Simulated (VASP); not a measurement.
**Sn4P: single point with PBE**

Crystal: Sn4P.

```
CELL_PARAMETERS angstrom
5.61848 0.00000 0.00000
0.00000 5.61848 0.00000
0.00000 0.00000 5.61848
ATOMIC_POSITIONS crystal
Sn 0.50000 0.50000 0.50000
Sn 0.00000 0.50000 0.50000
Sn 0.50000 0.00000 0.50000
Sn 0.50000 0.50000 0.00000
P 0.00000 0.00000 0.00000
```

```
Program                : VASP 6.6.1
Task                   : single point
Functional             : PBE
Potentials or basis    : VASP PAW PBE potentials, release 64 (Sn_d, P)
Cutoff                 : 520 eV
k mesh                 : 8 × 8 × 8
Occupations            : gaussian, width 0.1 eV
Spin                   : no spin polarisation
Dipole correction      : no
Further INCAR settings : ALGO = Normal; EDIFF = 1e-06; NBANDS = 38
```

```yaml
Pressure: 0.0 GPa
```

Levels at points of the mesh, in eV from the Fermi level:
| k point | band 29 | band 30 | band 31 | band 32 | band 33 | band 34 |
| --- | --- | --- | --- | --- | --- | --- |
| (0.00, 0.00, 0.00) | -0.73 | -0.73 | -0.73 | 1.14 | 1.14 | 1.14 |
| (0.50, 0.00, 0.00) | -1.26 | -0.25 | 0.13 | 0.24 | 1.21 | 1.21 |
| (0.50, 0.50, 0.00) | -1.21 | -0.57 | -0.03 | -0.03 | 1.23 | 1.23 |
| (0.50, 0.50, 0.50) | 1.27 | 1.27 | 1.27 | 1.68 | 1.68 | 2.57 |

Run time: 4.2 min on 1 thread of Intel Xeon 6975P-C, with other jobs on the host, peak memory 0.37 GiB.

Caveat: spin-orbit coupling is left out, which moves the levels of the heavy elements.
